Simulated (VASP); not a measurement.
NdAg3Sb2: single point with PBE

NdAg3Sb2:

```
Nd Ag Sb
1.0
     4.16878    0.00000    0.00000
    -2.08439    3.61027    0.00000
     0.00000    0.00000    9.95462
Nd Ag Sb
1 3 2
Direct
  0.00000 0.00000 0.50000
  0.00000 0.00000 0.25882
  0.00000 0.00000 0.74118
  0.00000 0.00000 0.00000
  0.33333 0.66667 0.50000
  0.66667 0.33333 0.50000
```

The cell was built from a structure type or drawn by symmetry, and may not be a known phase.

* Program: VASP 6.6.1
* Task: single point
* Functional: PBE
* Potentials or basis: VASP PAW PBE potentials, release 64 (Nd_3, Ag, Sb), 4f in core
* Cutoff: 500 eV
* k mesh: 6 × 6 × 2
* Occupations: gaussian, width 0.1 eV
* Spin: no spin polarisation
* Dipole correction: no
* Mended: yes
* Further INCAR settings: ALGO = Normal; EDIFF = 1e-06; NBANDS = 36

```json
{
  "Pressure": "70.8 GPa",
  "Largest force": "4.211 eV/Å",
  "Band gap on the k mesh": "zero (bands 27 and 28 overlap by 1.27 eV)"
}
```

Forces on the atoms (eV/Å):
```
Nd   0.000  0.000  0.000
Ag   0.000  0.000 -4.211
Ag   0.000  0.000  4.211
Ag   0.000  0.000  0.000
Sb   0.000  0.000  0.000
Sb   0.000  0.000  0.000
```

Stress tensor (GPa, compression positive):
```
92.03  0.00  0.00
 0.00 92.03  0.00
 0.00  0.00 28.29
```

Levels at points of the mesh, in eV from the Fermi level:
| k point | band 23 | band 24 | band 25 | band 26 | band 27 | band 28 | band 29 | band 30 | band 31 | band 32 |
| --- | --- | --- | --- | --- | --- | --- | --- | --- | --- | --- |
| (0.00, 0.00, 0.00) | -3.33 | -3.28 | -3.28 | -1.38 | -0.83 | 0.79 | 0.79 | 2.64 | 5.60 | 5.60 |
| (0.50, 0.00, 0.00) | -2.92 | -2.42 | -1.94 | -1.82 | -1.44 | 0.24 | 0.34 | 0.69 | 0.73 | 3.51 |
| (0.00, 0.00, 0.50) | -3.20 | -3.20 | -2.96 | -2.49 | 0.69 | 0.69 | 1.35 | 2.64 | 2.98 | 5.70 |
| (0.50, 0.00, 0.50) | -3.10 | -2.51 | -1.94 | -1.74 | -1.30 | -0.43 | 0.11 | 1.64 | 1.68 | 2.67 |

It took 67 s on 1 thread of Intel(R) Xeon(R) Platinum 8488C (Sapphire Rapids), with other jobs on the host, peak memory 0.28 GiB.

Caveat: the cell stands under pressure; spin-orbit coupling is left out, which moves the levels of the heavy elements; the 4f electrons are frozen in the core, so they carry no moment and show no levels; forces of over 1 eV/Å act on the atoms, so gaps and moduli don't describe the material at rest. Spin polarisation is off, so any magnetic state and its effect on volume and gap are missing.
